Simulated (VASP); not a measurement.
# Mg (Fm-3m) in VASP: further runs

The runs below take Mg through single point, relaxation of cell and atoms, with r2SCAN.

Program: VASP 6.6.1. These are calculated values, not measurements. Logs are shortened: lines on timing, memory, paths and dates and some standing lists are left out, and cuts for length are marked.

### Step 1. The cell of the first run

Symmetry: Fm-3m, No. 225, cubic system. The conventional cell has a = 4.499 Å, b = 4.499 Å, c = 4.499 Å, α = 90.00°, β = 90.00°, γ = 90.00°. Within 4.2 Å of Mg (site symmetry m-3m) lie 12 Mg at 3.18 Å.

This isn't the form of Mg at room conditions, which is hcp.

### Step 2. Single point, r2SCAN

POSCAR

```
Mg
1.0
    0.0000000000      2.2494692217      2.2494692217
    2.2494692217      0.0000000000      2.2494692217
    2.2494692217      2.2494692217      0.0000000000
Mg
1
Direct
    0.0000000000      0.0000000000      0.0000000000
```

INCAR.step1

```
ALGO = Normal
EDIFF = 1E-5
ENCUT = 660
GGA = PE
GGA_COMPAT = False
ISMEAR = -1
LASPH = True
LCHARG = False
LREAL = False
LWAVE = True
NBANDS = 7
NELM = 120
PREC = Accurate
SIGMA = 0.05
```

INCAR.step2

```
ALGO = Normal
EDIFF = 1E-6
ENCUT = 660
GGA_COMPAT = False
ISIF = 2
ISMEAR = -1
ISTART = 1
LASPH = True
LCHARG = True
LELF = True
LMIXTAU = True
LREAL = False
LVHAR = True
LWAVE = False
METAGGA = R2SCAN
NBANDS = 7
NELM = 120
PREC = Accurate
SIGMA = 0.05
```

KPOINTS

```
k-points
0
Gamma
  7 7 7
```

Potentials or basis: VASP PAW PBE potentials, release 64 (Mg).

Launch:

```
$ cat potpaw_PBE.64/Mg/POTCAR > POTCAR
$ cp INCAR.step1 INCAR
$ mpirun -np 1 vasp_std > vasp.out
$ cp INCAR.step2 INCAR
$ mpirun -np 1 vasp_std > vasp.out
```

OUTCAR:

```text
EDIFF = 1E-6
   ENCUT = 660
   ISIF = 2
   ISMEAR = -1
   ISTART = 1
   LASPH = True
   LREAL = False
   METAGGA = R2SCAN
   NELM = 120
   PREC = Accurate

 ion  position               nearest neighbor table
   1  0.000  0.000  0.000-

  LATTYP: Found a face centered cubic cell.
 ALAT       =     4.4989384434

  Lattice vectors:

 A1 = (   0.0000000000,   2.2494692217,   2.2494692217)
 A2 = (   2.2494692217,   0.0000000000,   2.2494692217)
 A3 = (   2.2494692217,   2.2494692217,   0.0000000000)

Analysis of symmetry for initial positions (statically):
=====================================================================
 Subroutine PRICEL returns:
 Original cell was already a primitive cell.

 Routine SETGRP: Setting up the symmetry group for a
 face centered cubic supercell.

 Subroutine GETGRP returns: Found 48 space group operations
 (whereof 48 operations were pure point group operations)
 out of a pool of 48 trial point group operations.

The static configuration has the point symmetry O_h .

Analysis of symmetry for dynamics (positions and initial velocities):
=====================================================================
 Subroutine PRICEL returns:
 Original cell was already a primitive cell.

 Routine SETGRP: Setting up the symmetry group for a
 face centered cubic supercell.

 Subroutine GETGRP returns: Found 48 space group operations
 (whereof 48 operations were pure point group operations)
 out of a pool of 48 trial point group operations.

The dynamic configuration has the point symmetry O_h .

 Subroutine INISYM returns: Found 48 space group operations
 (whereof 48 operations are pure point group operations),
 and found     1 'primitive' translations

----------------------------------------------------------------------------------------

                                     Primitive cell

  volume of cell :      22.7651

  direct lattice vectors                    reciprocal lattice vectors
     0.000000000  2.249469222  2.249469222    -0.222274657  0.222274657  0.222274657
     2.249469222  0.000000000  2.249469222     0.222274657 -0.222274657  0.222274657
     2.249469222  2.249469222  0.000000000     0.222274657  0.222274657 -0.222274657

  length of vectors
     3.181229881  3.181229881  3.181229881     0.384990999  0.384990999  0.384990999

  position of ions in fractional coordinates (direct lattice)
     0.000000000  0.000000000  0.000000000

[... 68 lines left out ...]
   ENCUT  =  660.0 eV  48.51 Ry    6.96 a.u.   6.66  6.66  6.66*2*pi/ulx,y,z
   NELM   =    120;   NELMIN=  2; NELMDL=  0     # of ELM steps
   EDIFF  = 0.1E-05   stopping-criterion for ELM
   LREAL  =      F    real-space projection
   EDIFFG = 0.1E-04   stopping-criterion for IOM
   NSW    =      0    number of steps for IOM
   IBRION =     -1    ionic relax: 0-MD 1-quasi-New 2-CG
   NFREE  =      0    steps in history (QN), initial steepest desc. (CG)
   ISIF   =      2    stress and relaxation
   ISYM   =      2    0-nonsym 1-usesym 2-fastsym
   POTIM  = 0.5000    time-step for ionic-motion
   TEBEG  =    0.0;   TEEND  =   0.0 temperature during run
   PSTRESS=    0.0 pullay stress
   NELECT =       2.0000    total number of electrons
   NUPDOWN=      -1.0000    fix difference up-down
   EMIN   =  10.00;   EMAX   =-10.00  energy-range for DOS
   EFERMI =   0.00;   METHOD = LEGACY
   ISMEAR =    -1;   SIGMA  =   0.05  broadening in eV -4-tet -1-fermi 0-gaus
   EFERMI_NEDOS =   21; number of points for ismear=-14 and -15
   IALGO  =     38    algorithm
   IMIX   =      4    mixing-type and parameters
     AMIX     =   0.40;   BMIX     =  1.00
     AMIX_MAG =   1.60;   BMIX_MAG =  1.00
  volume/ion in A,a.u.               =      22.77       153.63
  Fermi-wavevector in a.u.,A,eV,Ry     =   0.727771  1.375288  7.206335  0.529651
  Thomas-Fermi vector in A             =   1.819078
   LORBIT       =      0    0 simple, 1 ext, 2 COOP (PROOUT), +10 PAW based schemes
   METAGGA = R2SCAN    functional components
   LHFCALC =     F    Hartree Fock is set to
   AEXX    =    0.0000 exact exchange contribution
   IVDW    =     0    specifies the selected vdW correction
   LEPSILON=     F    determine dielectric tensor
   LRPA    =     F    only Hartree local field effects (RPA)
 non-spin polarized calculation
  energy-cutoff  :      660.00
  volume of cell :       22.77
 maximum number of plane-waves:       893
   NGX = 13   NGY = 13   NGZ = 13

 number of electron       2.0000000 magnetization

 Free energy of the ion-electron system (eV)
  ---------------------------------------------------
  ext. energy  EPLUGINS =         0.00000000
  ---------------------------------------------------
  free energy    TOTEN  =        -4.15638741 eV

  energy without entropy =       -4.15379410  energy(sigma->0) =       -4.15509076

 E-fermi :   2.7814     XC(G=0):  -9.0706

 val. band max:        2.6893488770   @ k =  -0.4286   0.4286   0.0000
 cond. band min:       2.8491626004   @ k =   0.4286   0.0000   0.0000
 fundamental gap:      0.1598137235
 Fermi energy:         2.7813790495

 k-point     1 :       0.0000    0.0000    0.0000
  band No.  band energies     occupation
      1      -4.7411      2.00000
      2      15.9206      0.00000
      3      15.9206      0.00000
      4      15.9206      0.00000
      5      18.2226      0.00000
      6      18.2226      0.00000
      7      18.2226      0.00000
[... 181 lines left out ...]
 k-point    20 :      -0.2857    0.4286    0.1429
  band No.  band energies     occupation
      1       3.2219      0.00030
      2       3.8617      0.00000
      3       5.2667      0.00000
      4       8.2380      0.00000
      5      16.2238      0.00000
      6      20.4594      0.00000
      7      20.5372      0.00000

------------------------ aborting loop because EDIFF is reached ----------------------------------------

  FORCE on cell =-STRESS in cart. coord.  units (eV):
  Direction    XX          YY          ZZ          XY          YZ          ZX
  --------------------------------------------------------------------------------------
  -------------------------------------------------------------------------------------
  Total       -0.0391150     -0.0391150     -0.0391150      0.0000000      0.0000000      0.0000000
  in kB       -2.7528584     -2.7528584     -2.7528584      0.0000000      0.0000000      0.0000000
  external PRESSURE =      -2.7528584 kB  Pullay stress =       0.0000000 kB

 VOLUME and BASIS-vectors are now :
 -----------------------------------------------------------------------------
  energy-cutoff  :      660.00
  volume of cell :       22.77
      direct lattice vectors                 reciprocal lattice vectors
     0.000000000  2.249469222  2.249469222    -0.222274657  0.222274657  0.222274657
     2.249469222  0.000000000  2.249469222     0.222274657 -0.222274657  0.222274657
     2.249469222  2.249469222  0.000000000     0.222274657  0.222274657 -0.222274657

 POSITION                                       TOTAL-FORCE (eV/Angst)
 -----------------------------------------------------------------------------------
      0.00000      0.00000      0.00000        -0.000000     -0.000000     -0.000000
 -----------------------------------------------------------------------------------
    total drift:                               -0.000000     -0.000000     -0.000000

  FREE ENERGIE OF THE ION-ELECTRON SYSTEM (eV)
  ---------------------------------------------------
  free  energy   TOTEN  =        -4.1563874134 eV

  energy  without entropy=       -4.1537940967  energy(sigma->0) =       -4.15509076
```

OUTCAR.step1:

```text
EDIFF = 1E-5
   ENCUT = 660
   GGA = PE
   ISMEAR = -1
   LASPH = True
[... 407 lines left out ...]

 POSITION                                       TOTAL-FORCE (eV/Angst)
 -----------------------------------------------------------------------------------
      0.00000      0.00000      0.00000         0.000000      0.000000      0.000000
 -----------------------------------------------------------------------------------
    total drift:                               -0.000000     -0.000000     -0.000000

  FREE ENERGIE OF THE ION-ELECTRON SYSTEM (eV)
  ---------------------------------------------------
  free  energy   TOTEN  =        -1.5199769150 eV

  energy  without entropy=       -1.5164532052  energy(sigma->0) =       -1.51821506
```

It took 13 s on 1 thread of AMD EPYC 9R45 (Zen 5), shared host; peak memory 0.13 GiB.

Results:

```yaml
Free_energy: -4.1564 eV
Pressure: -0.3 GPa
Band_gap_on_the_k_mesh: zero (bands 1 and 2 overlap by 1.08 eV)
```

Levels at points of the mesh, in eV from the Fermi level:
```csv
k point,band 1,band 2,band 3,band 4,band 5
"(0.00, 0.00, 0.00)",-7.52,13.14,13.14,13.14,15.44
```

Caveat: the PAW data sets were made with another functional, which shifts forces and pressure a little.

### Step 3. Relaxation of cell and atoms, r2SCAN

This run uses another cell than the first one, of 23.24 Å³/atom.

POSCAR

```
Mg
1.0
    0.0000000000      2.2650000000      2.2650000000
    2.2650000000      0.0000000000      2.2650000000
    2.2650000000      2.2650000000      0.0000000000
Mg
1
Direct
    0.0000000000      0.0000000000      0.0000000000
```

INCAR.step1

```
PREC = Accurate ; ENCUT = 660
ISMEAR = -1 ; SIGMA = 0.05
LREAL = False ; LASPH = True
NELM = 120 ; GGA = PE
ALGO = Normal ; EDIFF = 1E-5
LWAVE = True ; LCHARG = False
GGA_COMPAT = False ; IBRION = 2
ISIF = 3 ; EDIFFG = -0.005
NELMIN = 4 ; NSW = 100
```

INCAR.step2

```
PREC = Accurate ; ENCUT = 660
EDIFF = 1E-7 ; ISMEAR = -1
SIGMA = 0.05 ; LREAL = False
LASPH = True ; NELM = 120
ALGO = Normal ; ISIF = 3
LWAVE = False ; LCHARG = False
METAGGA = R2SCAN ; LMIXTAU = True
IBRION = 2 ; NSW = 80
EDIFFG = -0.03 ; ISTART = 1
GGA_COMPAT = False ; NELMIN = 4
```

KPOINTS

```
Automatic mesh
0
Gamma
  7 7 7
```

Potentials or basis: VASP PAW PBE potentials, release 64 (Mg).

Launch:

```
$ cat potpaw_PBE.64/Mg/POTCAR > POTCAR
$ cp INCAR.step1 INCAR
$ mpirun -np 1 vasp_std > vasp.out
$ cp INCAR.step2 INCAR
$ mpirun -np 1 vasp_std > vasp.out
```

It took 31 s on 1 thread of AMD EPYC 9R45 (Zen 5), shared host; peak memory 0.14 GiB.

The run converged. Its results:

| Property | Result |
| --- | --- |
| Free energy | -4.1565 eV |
| Relaxed volume | 22.61 Å³/atom |
| Relaxed cell | a = 3.174 Å, b = 3.174 Å, c = 3.174 Å, α = 60.00°, β = 60.00°, γ = 60.00° |
| Space group after relaxing (to 0.1 Å) | Fm-3m (No. 225) |
| Energy gained by relaxing | 2.2 meV/atom |
| Ionic steps | 3 |
| Pressure after relaxing | 0.0 GPa |
| Band gap on the k mesh | zero (bands 1 and 2 overlap by 1.07 eV) |

The path:
```tsv
step	energy change (eV)	largest force (eV/Å)	pressure (GPa)	volume (Å³)
1	0.0000	0.0000	-1.05	23.24
2	-0.0021	0.0000	-0.23	22.73
3	-0.0022	0.0000	-0.01	22.61
```

Final structure:
```xyz
1
Lattice="0.0000 2.2444 2.2444 2.2444 0.0000 2.2444 2.2444 2.2444 0.0000" Properties=species:S:1:pos:R:3 pbc="T T T"
Mg    0.0000    0.0000    0.0000
```

Levels at points of the mesh, in eV from the Fermi level:
```
           k point  band 1  band 2  band 3  band 4  band 5
(0.00, 0.00, 0.00)   -7.55   13.18   13.18   13.18   15.52
```

Caveat: the PAW data sets were made with another functional, which shifts forces and pressure a little.

The gap in the log of VASP goes by the Fermi energy; the results here count the filled bands.